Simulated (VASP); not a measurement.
A run of VASP 6.6.1 is set up as follows.

Contents of INCAR:

```
PREC = Accurate
ENCUT = 500
EDIFF = 1E-6
ISMEAR = 0
SIGMA = 0.1
LREAL = F
LASPH = T
NELM = 200
ALGO = Normal
ISIF = 2
LWAVE = F
LCHARG = T
ISPIN = 2
MAGMOM = 1
LORBIT = 11
GGA = PE
LELF = T
LVHAR = T
NBANDS = 12
GGA_COMPAT = F
```

KPOINTS

```
Automatic mesh
0
Gamma
  22 22 22
```

The input POSCAR:

```
B
1.0
   -1.3661034921      1.3661034921      1.3661034921
    1.3661034921     -1.3661034921      1.3661034921
    1.3661034921      1.3661034921     -1.3661034921
B
1
Direct
    0.0000000000      0.0000000000      0.0000000000
```

Potentials or basis: VASP PAW PBE potentials, release 64 (B).

Command:

```bash
$ cat potpaw_PBE.64/B/POTCAR > POTCAR
$ mpirun -np 1 vasp_std > vasp.out
```

(1) Predict the net moment.

(2) What does it give for the pressure?

Answers

(1) 0.00 μB per cell.

(2) -37.2 GPa.
